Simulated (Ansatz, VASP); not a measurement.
Al4GeRu in VASP and in Ansatz

```
CELL_PARAMETERS angstrom
4.72423 0.10267 0.22803
-2.27702 3.88482 -0.48123
0.52661 -0.99308 10.51819
ATOMIC_POSITIONS crystal
Al 0.57314 0.59945 0.07577
Al 0.21971 0.87507 0.62905
Al 0.26368 0.70887 0.31160
Al 0.24069 0.47928 0.84851
Al 0.60548 0.39941 0.35201
Al 0.59691 0.15107 0.83382
Al 0.88947 0.25086 0.08119
Al 0.60542 0.57079 0.62828
Ge 0.22985 0.92956 0.07527
Ge 0.95960 0.19510 0.52115
Ru 0.91369 0.01996 0.28072
Ru 0.90234 0.82059 0.86264
```

Change from the starting cell: cell x2, atoms moved at random (sigma 0.1 Å) and cell strained at random (1.5 %), then relaxed without symmetry.

Alike in both runs: functional PBE; k mesh 6 × 6 × 2; occupations gaussian, width 0.2 eV; no spin polarisation.

Ansatz relaxed the structure, and its values are those at the end. VASP's run is a single point on that final structure, the one shown.

|  | VASP | Ansatz |
| --- | --- | --- |
| version | VASP 6.6.1 | Ansatz 0.2.0 |
| potentials or method | VASP PAW PBE potentials, release 64 (Al, Ge_d, Ru_pv), cutoff 520 eV | scalar-relativistic, plane waves, PAW |
| valence electrons in the cell | 80 | 84 |

```tsv
	VASP	Ansatz	Ansatz less VASP
gap on the k mesh at the Fermi level (eV)	none	none	-
pressure (GPa)	0.0	0.0	+0.03
rms of the force components (eV/Å)	0.007	0.007	-0.0001
```

A gap of «none» marks a metal or a gap that the smearing closes. VASP's potentials hold 80 valence electrons a cell and Ansatz's 84, so a difference there can come from the potentials and not from the codes.
